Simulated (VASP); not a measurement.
# AlN (I-4m2) in VASP: further runs

Runs on AlN. Level: r2SCAN. Tasks: single point.

Everything below comes from runs of VASP 6.6.1. Logs are shortened: lines on timing, memory, paths and dates and some standing lists are left out, and cuts for length are marked.

### Step 1. The cell of the first run

The structure is tetragonal, space group I-4m2 (No. 119). Conventional cell: a = 3.044 Å, b = 3.044 Å, c = 4.435 Å, α = 90.00°, β = 90.00°, γ = 90.00°. Al (site symmetry -4m2) has 4 N at 1.88 Å within 2.5 Å. Within 2.5 Å of N (site symmetry -4m2) lie 4 Al at 1.88 Å.

### Step 2. Single point, r2SCAN (strain -0.015 along x and y, +0.015 along z)

File POSCAR:

```
AlN
1.0
    0.0000000000      2.1521271168      2.2176741356
    2.1521271168      0.0000000000      2.2176741356
    2.1521271168      2.1521271168      0.0000000000
Al N
1 1
Direct
    0.0000000000      0.0000000000      0.0000000000
    0.7500000000      0.7500000000      0.7500000000
```

File INCAR.step1:

```
SYSTEM = AlN
PREC = Accurate
ENCUT = 520
ISMEAR = 0
SIGMA = 0.05
LREAL = .False.
LASPH = .True.
NELM = 60
NBANDS = 11
GGA = PE
ALGO = Normal
EDIFF = 1E-4
LWAVE = .True.
LCHARG = .False.
```

File INCAR.step2:

```
SYSTEM = AlN
PREC = Accurate
ENCUT = 520
EDIFF = 1E-6
ISMEAR = 0
SIGMA = 0.05
LREAL = .False.
LASPH = .True.
NELM = 60
ALGO = Normal
ISIF = 2
LWAVE = .False.
LCHARG = .False.
METAGGA = R2SCAN
LMIXTAU = .True.
NBANDS = 11
ISTART = 1
```

File KPOINTS:

```
Automatic mesh
0
Gamma
  10 10 10
  0 0 0
```

Potentials or basis: VASP PAW PBE potentials, release 64 (Al, N).

Command:

```sh
cat potpaw_PBE.64/Al/POTCAR potpaw_PBE.64/N/POTCAR > POTCAR
cp INCAR.step1 INCAR
mpirun -np 1 vasp_std > vasp.out
cp INCAR.step2 INCAR
mpirun -np 1 vasp_std > vasp.out
```

OUTCAR:

```text
SYSTEM = AlN
   PREC = Accurate
   ENCUT = 520
   EDIFF = 1E-6
   ISMEAR = 0
   LREAL = .False.
   LASPH = .True.
   NELM = 60
   ISIF = 2
   METAGGA = R2SCAN
   ISTART = 1

 ion  position               nearest neighbor table
   1  0.000  0.000  0.000-   2 1.88   2 1.88   2 1.88   2 1.88
   2  0.750  0.750  0.750-   1 1.88   1 1.88   1 1.88   1 1.88

  LATTYP: Found a body centered tetragonal cell.
 ALAT       =     3.0435673565
 C/A-ratio  =     1.4572860567

  Lattice vectors:

 A1 = (  -2.1521271168,   0.0000000000,   2.2176741356)
 A2 = (   2.1521271168,   0.0000000000,   2.2176741356)
 A3 = (   0.0000000000,   2.1521271168,  -2.2176741356)

Analysis of symmetry for initial positions (statically):
=====================================================================
 Subroutine PRICEL returns:
 Original cell was already a primitive cell.

 Routine SETGRP: Setting up the symmetry group for a
 body centered tetragonal supercell.

 Subroutine GETGRP returns: Found  8 space group operations
 (whereof  8 operations were pure point group operations)
 out of a pool of 16 trial point group operations.

The static configuration has the point symmetry D_2d.

Analysis of symmetry for dynamics (positions and initial velocities):
=====================================================================
 Subroutine PRICEL returns:
 Original cell was already a primitive cell.

 Routine SETGRP: Setting up the symmetry group for a
 body centered tetragonal supercell.

 Subroutine GETGRP returns: Found  8 space group operations
 (whereof  8 operations were pure point group operations)
 out of a pool of 16 trial point group operations.

The dynamic configuration has the point symmetry D_2d.

 Subroutine INISYM returns: Found  8 space group operations
 (whereof  8 operations are pure point group operations),
 and found     1 'primitive' translations

----------------------------------------------------------------------------------------

                                     Primitive cell

  volume of cell :      20.5430

  direct lattice vectors                    reciprocal lattice vectors
     0.000000000  2.152127117  2.217674136    -0.232328284  0.232328284  0.225461438
     2.152127117  0.000000000  2.217674136     0.232328284 -0.232328284  0.225461438
     2.152127117  2.152127117  0.000000000     0.232328284  0.232328284 -0.225461438

  length of vectors
     3.090263694  3.090263694  3.043567357     0.398479263  0.398479263  0.398479263

  position of ions in fractional coordinates (direct lattice)
     0.000000000  0.000000000  0.000000000
     0.750000000  0.750000000  0.750000000

  ion indices of the primitive-cell ions
   primitive index   ion index
                 1           1
                 2           2

----------------------------------------------------------------------------------------

 KPOINTS: Automatic mesh

Automatic generation of k-mesh.
 Grid dimensions read from file:
 generate k-points for:   10   10   10

 Generating k-lattice:

  Cartesian coordinates                     Fractional coordinates (reciprocal lattice)
    -0.023232828  0.023232828  0.022546144     0.100000000 -0.000000000  0.000000000
     0.023232828 -0.023232828  0.022546144    -0.000000000  0.100000000  0.000000000
     0.023232828  0.023232828 -0.022546144     0.000000000  0.000000000  0.100000000

  Length of vectors
     0.039847926  0.039847926  0.039847926

  Shift w.r.t. Gamma in fractional coordinates (k-lattice)
     0.000000000  0.000000000  0.000000000

 Subroutine IBZKPT returns following result:
 ===========================================

 Found    102 irreducible k-points:

 Following reciprocal coordinates:
            Coordinates               Weight
  0.000000  0.000000  0.000000      1.000000
  0.100000  0.000000  0.000000      8.000000
  0.200000  0.000000  0.000000      8.000000
  0.300000  0.000000  0.000000      8.000000
  0.400000  0.000000  0.000000      8.000000
  0.500000  0.000000  0.000000      4.000000
[... 16 lines left out ...]
  0.300000  0.300000  0.000000      2.000000
  0.400000  0.300000  0.000000      8.000000
 [... further k-points ...]
   k-points           NKPTS =    102   k-points in BZ     NKDIM =    102   number of bands    NBANDS=     11
   number of dos      NEDOS =    301   number of ions     NIONS =      2
   total plane-waves  NPLWV =  13824
   dimension x,y,z NGX =    24 NGY =   24 NGZ =   24
   dimension x,y,z NGXF=    48 NGYF=   48 NGZF=   48
   ions per type =               1   1
   NGX,Y,Z   is equivalent  to a cutoff of  12.91, 12.91, 13.11 a.u.
   NGXF,Y,Z  is equivalent  to a cutoff of  25.82, 25.82, 26.22 a.u.
 SYSTEM =  AlN
   PREC   = accura    normal or accurate (medium, high low for compatibility)
   ISTART =      1    job   : 0-new  1-cont  2-samecut
   ICHARG =      0    charge: 1-file 2-atom 10-const
   ISPIN  =      1    spin polarized calculation?
   LNONCOLLINEAR =      F non collinear calculations
   LSORBIT =      F    spin-orbit coupling
   LASPH  =      T    aspherical Exc in radial PAW
   ENCUT  =  520.0 eV  38.22 Ry    6.18 a.u.   5.75  5.75  5.66*2*pi/ulx,y,z
   NELM   =     60;   NELMIN=  2; NELMDL=  0     # of ELM steps
   EDIFF  = 0.1E-05   stopping-criterion for ELM
   LREAL  =      F    real-space projection
   EDIFFG = 0.1E-04   stopping-criterion for IOM
   NSW    =      0    number of steps for IOM
   IBRION =     -1    ionic relax: 0-MD 1-quasi-New 2-CG
   NFREE  =      0    steps in history (QN), initial steepest desc. (CG)
   ISIF   =      2    stress and relaxation
   ISYM   =      2    0-nonsym 1-usesym 2-fastsym
   POTIM  = 0.5000    time-step for ionic-motion
   TEBEG  =    0.0;   TEEND  =   0.0 temperature during run
   PSTRESS=    0.0 pullay stress
   NELECT =       8.0000    total number of electrons
   NUPDOWN=      -1.0000    fix difference up-down
   EMIN   =  10.00;   EMAX   =-10.00  energy-range for DOS
   EFERMI =   0.00;   METHOD = LEGACY
   ISMEAR =     0;   SIGMA  =   0.05  broadening in eV -4-tet -1-fermi 0-gaus
   EFERMI_NEDOS =   21; number of points for ismear=-14 and -15
   IALGO  =     38    algorithm
   IMIX   =      4    mixing-type and parameters
     AMIX     =   0.40;   BMIX     =  1.00
     AMIX_MAG =   1.60;   BMIX_MAG =  1.00
  volume/ion in A,a.u.               =      10.27        69.32
  Fermi-wavevector in a.u.,A,eV,Ry     =   1.195502  2.259171 19.445787  1.429225
  Thomas-Fermi vector in A             =   2.331466
   LORBIT       =      0    0 simple, 1 ext, 2 COOP (PROOUT), +10 PAW based schemes
   METAGGA = R2SCAN    functional components
   LHFCALC =     F    Hartree Fock is set to
   AEXX    =    0.0000 exact exchange contribution
   IVDW    =     0    specifies the selected vdW correction
   LEPSILON=     F    determine dielectric tensor
   LRPA    =     F    only Hartree local field effects (RPA)
 non-spin polarized calculation
 Gauss-broadening in eV      SIGMA  =   0.05
  energy-cutoff  :      520.00
  volume of cell :       20.54
 maximum number of plane-waves:       564
   NGX = 11   NGY = 11   NGZ = 11

 number of electron       7.9999999 magnetization

 Free energy of the ion-electron system (eV)
  ---------------------------------------------------
  ext. energy  EPLUGINS =         0.00000000
  ---------------------------------------------------
  free energy    TOTEN  =       -19.17089643 eV

  energy without entropy =      -19.17089643  energy(sigma->0) =      -19.17089643

 E-fermi :   6.1695     XC(G=0): -11.4832

 val. band max:        5.8803628121   @ k =  -0.1000   0.1000   0.0000
 cond. band min:       9.7304060727   @ k =   0.5000   0.0000   0.5000
 fundamental gap:      3.8500432605
 Fermi energy:         6.1695403774

 k-point     1 :       0.0000    0.0000    0.0000
  band No.  band energies     occupation
      1      -9.9967      2.00000
      2       5.7384      2.00000
      3       5.8750      2.00000
      4       5.8750      2.00000
      5      10.8486      0.00000
      6      19.4842      0.00000
      7      19.4842      0.00000
      8      19.5224      0.00000
      9      23.9163      0.00000
     10      24.9900      0.00000
     11      25.4716      0.00000

 k-point     2 :       0.1000    0.0000    0.0000
  band No.  band energies     occupation
      1      -9.8474      2.00000
      2       5.0237      2.00000
      3       5.7254      2.00000
      4       5.8322      2.00000
      5      11.5053      0.00000
      6      19.0891      0.00000
      7      19.6387      0.00000
      8      19.6520      0.00000
      9      22.7952      0.00000
     10      23.6331      0.00000
     11      25.4832      0.00000

 k-point     3 :       0.2000    0.0000    0.0000
  band No.  band energies     occupation
      1      -9.4239      2.00000
      2       3.3911      2.00000
      3       5.5672      2.00000
      4       5.7252      2.00000
      5      12.6707      0.00000
      6      18.2553      0.00000
      7      19.3833      0.00000
      8      19.6809      0.00000
      9      22.5853      0.00000
     10      22.9107      0.00000
     11      24.6250      0.00000

 k-point     4 :       0.3000    0.0000    0.0000
  band No.  band energies     occupation
      1      -8.8132      2.00000
      2       1.6996      2.00000
      3       5.3887      2.00000
      4       5.6021      2.00000
      5      13.5603      0.00000
      6      17.4608      0.00000
      7      18.5742      0.00000
      8      19.0251      0.00000
      9      23.8715      0.00000
     10      23.9289      0.00000
     11      24.5787      0.00000
[... 239 lines left out ...]
 k-point    22 :      -0.2000    0.2000    0.0000
  band No.  band energies     occupation
      1      -8.5929      2.00000
      2       1.9492      2.00000
      3       4.0066      2.00000
      4       5.6930      2.00000
      5      14.3161      0.00000
      6      17.0213      0.00000
      7      18.0447      0.00000
      8      19.5254      0.00000
      9      21.9178      0.00000
     10      25.8735      0.00000
     11      27.7823      0.00000

 k-point    23 :       0.3000    0.3000    0.0000
  band No.  band energies     occupation
      1      -8.4891      2.00000
      2       2.1503      2.00000
      3       4.6941      2.00000
      4       4.6941      2.00000
      5      11.8359      0.00000
      6      16.7759      0.00000
      7      18.4576      0.00000
      8      21.7588      0.00000
      9      21.7588      0.00000
     10      27.7394      0.00000
     11      31.3073      0.00000

 k-point    24 :       0.4000    0.3000    0.0000
  band No.  band energies     occupation
      1      -8.0351      2.00000
      2       1.4999      2.00000
      3       4.1844      2.00000
      4       4.5418      2.00000
      5      11.4610      0.00000
      6      16.6266      0.00000
      7      18.9700      0.00000
      8      21.8630      0.00000
      9      22.3821      0.00000
     10      28.6875      0.00000
     11      30.9034      0.00000

 [... further k-points ...]
[... 5 lines left out ...]
  --------------------------------------------------------------------------------------
  -------------------------------------------------------------------------------------
  Total        0.5716526      0.5716526     -0.0423535      0.0000000      0.0000000      0.0000000
  in kB       44.5840170     44.5840170     -3.3032084      0.0000000      0.0000000      0.0000000
  external PRESSURE =      28.6216085 kB  Pullay stress =       0.0000000 kB

 VOLUME and BASIS-vectors are now :
 -----------------------------------------------------------------------------
  energy-cutoff  :      520.00
  volume of cell :       20.54
      direct lattice vectors                 reciprocal lattice vectors
     0.000000000  2.152127117  2.217674136    -0.232328284  0.232328284  0.225461438
     2.152127117  0.000000000  2.217674136     0.232328284 -0.232328284  0.225461438
     2.152127117  2.152127117  0.000000000     0.232328284  0.232328284 -0.225461438

 POSITION                                       TOTAL-FORCE (eV/Angst)
 -----------------------------------------------------------------------------------
      0.00000      0.00000      0.00000         0.000000      0.000000      0.000000
      3.22819      3.22819      3.32651        -0.000000     -0.000000     -0.000000
 -----------------------------------------------------------------------------------
    total drift:                                0.000000      0.000000      0.000003

  FREE ENERGIE OF THE ION-ELECTRON SYSTEM (eV)
  ---------------------------------------------------
  free  energy   TOTEN  =       -19.1708964281 eV

  energy  without entropy=      -19.1708964281  energy(sigma->0) =      -19.17089643
```

It took 93 s on 1 thread of AMD EPYC 7R43 (Zen 3), shared host; peak memory 0.11 GiB.

What came out:

```
Free energy            : -19.1709 eV
Pressure               : 2.9 GPa
Band gap on the k mesh : 3.85 eV, indirect (least direct gap 4.97 eV)
```

Stress tensor (GPa, compression positive):
```
 4.46  0.00  0.00
 0.00  4.46  0.00
 0.00  0.00 -0.33
```

Levels at points of the mesh, in eV from the valence-band top:
```
           k point  band 2  band 3  band 4  band 5  band 6  band 7
(0.00, 0.00, 0.00)   -0.14   -0.01   -0.01    4.97   13.60   13.60
(0.50, 0.00, 0.00)   -6.01   -0.68   -0.41    8.25   10.88   11.76
(0.50, 0.50, 0.00)   -5.24   -1.70   -1.70    4.00    9.83   14.97
(0.50, 0.00, 0.50)   -4.95   -1.96   -1.95    3.85    9.36   15.53
```

Caveat: the cell differs from its parent crystal (strain -0.015 along x and y, +0.015 along z); the PAW data sets were made with another functional, which shifts forces and pressure a little.

### Step 3. Single point, r2SCAN (strain -0.015 along x and y, +0.030 along z)

File POSCAR:

```
AlN
1.0
    0.0000000000      2.1521271168      2.2504476450
    2.1521271168      0.0000000000      2.2504476450
    2.1521271168      2.1521271168      0.0000000000
Al N
1 1
Direct
    0.0000000000      0.0000000000      0.0000000000
    0.7500000000      0.7500000000      0.7500000000
```

File INCAR.step1:

```
PREC     = Accurate       # precision mode
ENCUT    = 520            # plane-wave cutoff, eV
ISMEAR   = 0              # smearing method
SIGMA    = 0.05           # smearing width, eV
LREAL    = False          # projectors in reciprocal space
LASPH    = True           # aspherical terms in the spheres
NELM     = 60             # most SCF steps
NBANDS   = 11             # bands
GGA      = PE             # functional
ALGO     = Normal         # electronic algorithm
EDIFF    = 1E-4           # SCF threshold, eV
LWAVE    = True           # write WAVECAR
LCHARG   = False          # write CHGCAR
```

File INCAR.step2:

```
PREC     = Accurate       # precision mode
ENCUT    = 520            # plane-wave cutoff, eV
EDIFF    = 1E-7           # SCF threshold, eV
ISMEAR   = 0              # smearing method
SIGMA    = 0.05           # smearing width, eV
LREAL    = False          # projectors in reciprocal space
LASPH    = True           # aspherical terms in the spheres
NELM     = 60             # most SCF steps
ALGO     = Normal         # electronic algorithm
ISIF     = 2              # what is computed and relaxed
LWAVE    = False          # write WAVECAR
LCHARG   = True           # write CHGCAR
METAGGA  = R2SCAN         # meta-GGA
LMIXTAU  = True         
LELF     = True           # ELF
LVHAR    = True         
NBANDS   = 11             # bands
ISTART   = 1
```

File KPOINTS:

```
Automatic mesh
0
Gamma
  10 10 10
```

Potentials or basis: VASP PAW PBE potentials, release 64 (Al, N).

Command:

```sh
cat potpaw_PBE.64/Al/POTCAR potpaw_PBE.64/N/POTCAR > POTCAR
cp INCAR.step1 INCAR
mpirun -np 1 vasp_std > vasp.out
cp INCAR.step2 INCAR
mpirun -np 1 vasp_std > vasp.out
```

Run time: 1.7 min. Hardware: 1 thread of AMD EPYC 7R43 (Zen 3), shared host; peak memory 0.12 GiB.

It converged, with:

```
Free energy            : -19.1658 eV
Pressure               : -0.4 GPa
Band gap on the k mesh : 3.79 eV, indirect (least direct gap 4.80 eV)
```

Stress tensor (GPa, compression positive):
```
 2.09  0.00  0.00
 0.00  2.09  0.00
 0.00  0.00 -5.42
```

Levels at points of the mesh, in eV from the valence-band top:
| k point | band 1 | band 2 | band 3 | band 4 | band 5 | band 6 | band 7 | band 8 | band 9 |
| --- | --- | --- | --- | --- | --- | --- | --- | --- | --- |
| (0.00, 0.00, 0.00) | -15.83 | -0.22 | -0.01 | -0.01 | 4.79 | 13.41 | 13.41 | 13.47 | 17.58 |
| (0.50, 0.00, 0.00) | -13.81 | -5.98 | -0.78 | -0.37 | 8.02 | 10.73 | 11.57 | 12.28 | 19.14 |
| (0.50, 0.50, 0.00) | -13.32 | -5.32 | -1.64 | -1.64 | 4.01 | 9.86 | 14.54 | 17.11 | 17.11 |
| (0.50, 0.00, 0.50) | -13.12 | -4.89 | -2.02 | -2.01 | 3.79 | 9.15 | 15.36 | 16.03 | 17.44 |

Caveat: the cell differs from its parent crystal (strain -0.015 along x and y, +0.030 along z); the PAW data sets were made with another functional, which shifts forces and pressure a little.

### Step 4. Single point, r2SCAN (strain +0.000 along x and y, +0.015 along z)

File POSCAR:

```
AlN
1.0
    0.0000000000      2.1849006262      2.2176741356
    2.1849006262      0.0000000000      2.2176741356
    2.1849006262      2.1849006262      0.0000000000
Al N
1 1
Direct
    0.0000000000      0.0000000000      0.0000000000
    0.7500000000      0.7500000000      0.7500000000
```

File INCAR.step1:

```
SYSTEM = AlN
ALGO     = Normal         ! electronic algorithm
EDIFF    = 1E-4           ! SCF threshold, eV
ENCUT    = 520            ! plane-wave cutoff, eV
GGA      = PE             ! functional
ISMEAR   = 0              ! smearing method
LASPH    = .True.         ! aspherical terms in the spheres
LCHARG   = .False.        ! write CHGCAR
LREAL    = .False.        ! projectors in reciprocal space
LWAVE    = .True.         ! write WAVECAR
NBANDS   = 11             ! bands
NELM     = 100            ! most SCF steps
PREC     = Accurate       ! precision mode
SIGMA    = 0.05           ! smearing width, eV
```

File INCAR.step2:

```
SYSTEM = AlN
ALGO     = Normal         ! electronic algorithm
EDIFF    = 1E-6           ! SCF threshold, eV
ENCUT    = 520            ! plane-wave cutoff, eV
ISIF     = 2              ! what is computed and relaxed
ISMEAR   = 0              ! smearing method
ISTART   = 1            
LASPH    = .True.         ! aspherical terms in the spheres
LCHARG   = .False.        ! write CHGCAR
LMIXTAU  = .True.       
LREAL    = .False.        ! projectors in reciprocal space
LWAVE    = .False.        ! write WAVECAR
METAGGA  = R2SCAN         ! meta-GGA
NBANDS   = 11             ! bands
NELM     = 100            ! most SCF steps
PREC     = Accurate       ! precision mode
SIGMA    = 0.05           ! smearing width, eV
```

File KPOINTS:

```
k-points
0
Gamma
  10 10 10
  0 0 0
```

Command:

```sh
cat potpaw_PBE.64/Al/POTCAR potpaw_PBE.64/N/POTCAR > POTCAR
cp INCAR.step1 INCAR
mpirun -np 1 vasp_std > vasp.out
cp INCAR.step2 INCAR
mpirun -np 1 vasp_std > vasp.out
```

Run time: 2 min. Hardware: 1 thread of AMD EPYC 7R43 (Zen 3), shared host; peak memory 0.11 GiB.

Results (log left out):

```
Free energy            : -19.1748 eV
Pressure               : -3.5 GPa
Band gap on the k mesh : 3.88 eV, indirect (least direct gap 4.72 eV)
```

Stress tensor (GPa, compression positive):
```
-2.69  0.00  0.00
 0.00 -2.69  0.00
 0.00  0.00 -4.99
```

Levels at points of the mesh, in eV from the valence-band top:
```
           k point  band 1  band 2  band 3  band 4  band 5  band 6  band 7  band 8
(0.00, 0.00, 0.00)  -15.67   -0.07    0.00    0.00    4.72   13.33   13.33   13.35
(0.50, 0.00, 0.00)  -13.70   -5.85   -0.57   -0.44    8.03   10.69   11.69   11.96
(0.50, 0.50, 0.00)  -13.13   -5.02   -1.73   -1.73    3.95    9.51   14.77   16.80
(0.50, 0.00, 0.50)  -13.07   -4.88   -1.85   -1.85    3.88    9.27   15.04   16.45
```

Caveat: the cell differs from its parent crystal (strain +0.000 along x and y, +0.015 along z); the PAW data sets were made with another functional, which shifts forces and pressure a little. A k mesh can miss the band edges.

(Part 1 of 2 ends here.)
